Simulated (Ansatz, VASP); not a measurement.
GaN in VASP and in Ansatz

INCAR

```
ALGO = Normal ; EDIFF = 1E-6
EDIFFG = -0.04 ; ENCUT = 600
GGA = PE ; IBRION = 2
ISIF = 3 ; ISMEAR = 0
LASPH = T ; LCHARG = F
LREAL = F ; LWAVE = F
NELM = 100 ; NSW = 90
PREC = Accurate ; SIGMA = 0.1
```

File KPOINTS:

```
k-points
0
Gamma
  6 6 2
```

POSCAR

```
GaN
1.0
    3.0110769700      0.0000000000      0.0000000000
   -1.5055384900      2.6076691500      0.0000000000
    0.0000000000      0.0000000000     14.7511913500
Ga N
6 6
Direct
    0.0000000000      0.0000000000      0.1875000000
    0.0000000000      0.0000000000      0.6875000000
    0.3333333300      0.6666666700      0.5208299800
    0.6666666700      0.3333333300      0.0208299800
    0.3333333300      0.6666666700      0.8541700200
    0.6666666700      0.3333333300      0.3541700200
    0.0000000000      0.0000000000      0.3125000000
    0.0000000000      0.0000000000      0.8125000000
    0.3333333300      0.6666666700      0.9791700200
    0.6666666700      0.3333333300      0.4791700200
    0.3333333300      0.6666666700      0.6458299800
    0.6666666700      0.3333333300      0.1458299800
```

Input for Ansatz:

```yaml
crystal:
  lattice:
    - [3.01107697, 0.0, 0.0]
    - [-1.50553849, 2.60766915, 0.0]
    - [0.0, 0.0, 14.75119135]
  atoms:
    - { symbol: Ga, position: [0.0, 0.0, 0.1875] }
    - { symbol: Ga, position: [0.0, 0.0, 0.6875] }
    - { symbol: Ga, position: [0.33333333, 0.66666667, 0.52082998] }
    - { symbol: Ga, position: [0.66666667, 0.33333333, 0.02082998] }
    - { symbol: Ga, position: [0.33333333, 0.66666667, 0.85417002] }
    - { symbol: Ga, position: [0.66666667, 0.33333333, 0.35417002] }
    - { symbol: "N", position: [0.0, 0.0, 0.3125] }
    - { symbol: "N", position: [0.0, 0.0, 0.8125] }
    - { symbol: "N", position: [0.33333333, 0.66666667, 0.97917002] }
    - { symbol: "N", position: [0.66666667, 0.33333333, 0.47917002] }
    - { symbol: "N", position: [0.33333333, 0.66666667, 0.64582998] }
    - { symbol: "N", position: [0.66666667, 0.33333333, 0.14582998] }
basis:
  ecutwfc: 420
kpoints:
  mp_grid: { grid: [6, 6, 2] }
hamiltonian:
  xc: pbe
scf:
  occupations: { method: gaussian, width: 0.1 }
  lower_state_search: "off"
output:
  forces: true
  stress: true
  eigenvalues: true
relax:
  adjacent_minimum: "off"
  f_tol: 0.04
  max_steps: 70
  cell: { stress_tol: 0.4 }
```

Alike in both runs: task relaxation of cell and atoms; functional PBE; k mesh 6 × 6 × 2; occupations gaussian, width 0.1 eV; no spin polarisation.

```csv
,VASP,Ansatz
version,VASP 6.6.1,Ansatz 0.2.0
potentials or method,"VASP PAW PBE potentials, release 64 (Ga_d, N), cutoff 600 eV","scalar-relativistic, plane waves, PAW"
valence electrons in the cell,108,108
```

```tsv
	VASP	Ansatz	Ansatz less VASP
gap on the k mesh at the Fermi level, each at its own relaxed structure (eV)	1.58	1.60	+0.019
relaxed volume (Å³/atom)	11.79	11.75	-0.036
relaxed length of the cell vector where the two differ most in proportion (Å)	15.769	15.741	-0.0274
```

Noted on VASP's run: the volume moved by over 15 % at a fixed basis, so the end points are rough.
